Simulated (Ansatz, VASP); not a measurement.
Two plane-wave programs on TaN

INCAR

```
PREC = Accurate ; ENCUT = 600
EDIFF = 1E-6 ; ISMEAR = 0
SIGMA = 0.1 ; LREAL = False
LASPH = True ; NELM = 200
ALGO = Normal ; ISIF = 2
LWAVE = False ; LCHARG = False
ISPIN = 2 ; MAGMOM = 1 1 1 0 0 0
LORBIT = 11 ; LMAXMIX = 4
GGA = PS ; NBANDS = 40
GGA_COMPAT = False
```

KPOINTS

```
Automatic mesh
0
Gamma
  6 6 6
```

POSCAR

```
TaN
1.0
    5.1849992558      0.0000000000      0.0000000000
   -2.5924996279      4.4903410741      0.0000000000
    0.0000000000      0.0000000000      2.9080000000
Ta N
3 3
Direct
    0.0000000000      0.0000000000      0.0000000000
    0.3333333333      0.6666666667      0.5000000000
    0.6666666667      0.3333333333      0.5000000000
    0.5000000000      0.0000000000      0.0000000000
    0.5000000000      0.5000000000      0.0000000000
    0.0000000000      0.5000000000      0.0000000000
```

Input for Ansatz:

```yaml
crystal:
  lattice:
    - [5.1849992558, 0.0, 0.0]
    - [-2.5924996279, 4.4903410741, 0.0]
    - [0.0, 0.0, 2.908]
  atoms:
    - { symbol: Ta, position: [0.0, 0.0, 0.0], spin: 1.0 }
    - { symbol: Ta, position: [0.3333333333, 0.6666666667, 0.5], spin: 1.0 }
    - { symbol: Ta, position: [0.6666666667, 0.3333333333, 0.5], spin: 1.0 }
    - { symbol: "N", position: [0.5, 0.0, 0.0] }
    - { symbol: "N", position: [0.5, 0.5, 0.0] }
    - { symbol: "N", position: [0.0, 0.5, 0.0] }
basis:
  ecutwfc: 420
kpoints:
  mp_grid: { grid: [6, 6, 6] }
hamiltonian:
  xc: pbesol
scf:
  occupations: { method: gaussian, width: 0.1 }
  lower_state_search: "off"
output:
  forces: true
  stress: true
  eigenvalues: true
  populations: true
magnetization:
  spin_polarized: true
```

Alike in both runs: task single point; functional PBEsol; k mesh 6 × 6 × 6; occupations gaussian, width 0.1 eV; collinear spin.

|  | VASP | Ansatz |
| --- | --- | --- |
| version | VASP 6.6.1 | Ansatz 0.2.0 |
| potentials or method | VASP PAW PBE potentials, release 64 (Ta_sv_GW, N), cutoff 600 eV | scalar-relativistic, plane waves, PAW |
| valence electrons in the cell | 54 | 54 |

|  | VASP | Ansatz | Ansatz less VASP |
| --- | --- | --- | --- |
| gap on the k mesh at the Fermi level (eV) | none | none | - |
| pressure (GPa) | 2.1 | 2.0 | -0.15 |
| traceless stress, the component that is largest in VASP (GPa) | -1.72 | -1.85 | -0.128 |
| net moment per atom (μB) | 0.00 | 0.00 | 0.000 |

VASP's potentials were made for PBE, not for PBEsol. A gap of «none» marks a metal or a gap that the smearing closes. With one functional, cell and mesh, what is left measures potentials, basis and numerics. Ansatz's warnings: seeded moment not kept.

The k mesh is coarse, so the values compare programs but aren't converged. Neither program's run includes spin-orbit coupling.
